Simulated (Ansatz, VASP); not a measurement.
**Ir in VASP and in Ansatz**

Contents of POSCAR:

```
Ir
1.0
    4.8773957365      0.0000000000      0.0000000000
    0.0000000000      4.8773957365      0.0000000000
    0.0000000000      0.0000000000      4.8773957365
Ir
8
Direct
    0.5000000000      0.5000000000      0.5000000000
    0.0000000000      0.0000000000      0.0000000000
    0.2500000000      0.0000000000      0.5000000000
    0.5000000000      0.2500000000      0.0000000000
    0.5000000000      0.7500000000      0.0000000000
    0.7500000000      0.0000000000      0.5000000000
    0.0000000000      0.5000000000      0.7500000000
    0.0000000000      0.5000000000      0.2500000000
```

Contents of INCAR.step1:

```
SYSTEM = Ir
PREC     = Accurate       ! precision mode
ENCUT    = 550            ! plane-wave cutoff, eV
ISMEAR   = 0              ! smearing method
SIGMA    = 0.1            ! smearing width, eV
LREAL    = .False.        ! projectors in reciprocal space
LASPH    = .True.         ! aspherical terms in the spheres
NELM     = 120            ! most SCF steps
NBANDS   = 78             ! bands
GGA      = PE             ! functional
ALGO     = Normal         ! electronic algorithm
EDIFF    = 1E-5           ! SCF threshold, eV
LWAVE    = .True.         ! write WAVECAR
LCHARG   = .False.        ! write CHGCAR
GGA_COMPAT= .False.
```

The input INCAR.step2:

```
SYSTEM = Ir
PREC     = Accurate       ! precision mode
ENCUT    = 550            ! plane-wave cutoff, eV
EDIFF    = 1E-6           ! SCF threshold, eV
ISMEAR   = 0              ! smearing method
SIGMA    = 0.1            ! smearing width, eV
LREAL    = .False.        ! projectors in reciprocal space
LASPH    = .True.         ! aspherical terms in the spheres
NELM     = 120            ! most SCF steps
ALGO     = Normal         ! electronic algorithm
ISIF     = 2              ! what is computed and relaxed
LWAVE    = .False.        ! write WAVECAR
LCHARG   = .False.        ! write CHGCAR
METAGGA  = R2SCAN         ! meta-GGA
LMIXTAU  = .True.       
NBANDS   = 78             ! bands
ISTART   = 1            
GGA_COMPAT= .False.
```

The input KPOINTS:

```
regular mesh
0
Gamma
  4 4 4
  0 0 0
```

Input for Ansatz:

```yaml
crystal:
  lattice:
    - [4.8773957365, 0.0, 0.0]
    - [0.0, 4.8773957365, 0.0]
    - [0.0, 0.0, 4.8773957365]
  atoms:
    - { symbol: Ir, position: [0.5, 0.5, 0.5] }
    - { symbol: Ir, position: [0.0, 0.0, 0.0] }
    - { symbol: Ir, position: [0.25, 0.0, 0.5] }
    - { symbol: Ir, position: [0.5, 0.25, 0.0] }
    - { symbol: Ir, position: [0.5, 0.75, 0.0] }
    - { symbol: Ir, position: [0.75, 0.0, 0.5] }
    - { symbol: Ir, position: [0.0, 0.5, 0.75] }
    - { symbol: Ir, position: [0.0, 0.5, 0.25] }
basis:
  ecutwfc: 500
kpoints:
  mp_grid: { grid: [4, 4, 4] }
hamiltonian:
  xc: r2scan
scf:
  occupations: { method: gaussian, width: 0.1 }
  lower_state_search: "off"
output:
  forces: true
  stress: true
  eigenvalues: true
```

Alike in both runs: task single point; functional r2SCAN; k mesh 4 × 4 × 4; occupations gaussian, width 0.1 eV; no spin polarisation.

```csv
,VASP,Ansatz
version,VASP 6.6.1,Ansatz 0.2.0
potentials or method,"VASP PAW PBE potentials, release 64 (Ir_sv_GW), cutoff 550 eV","scalar-relativistic, plane waves, PAW"
valence electrons in the cell,136,136
```

|  | VASP | Ansatz | Ansatz less VASP |
| --- | --- | --- | --- |
| gap on the k mesh at the Fermi level (eV) | none | none | - |
| pressure (GPa) | 4.9 | 7.0 | +2.06 |

VASP's potentials were made for PBE, not for r2SCAN. A gap of «none» marks a metal or a gap that the smearing closes. The functional is the same, so the differences come from potentials, cutoffs and numerics.

Neither program's run includes spin-orbit coupling.
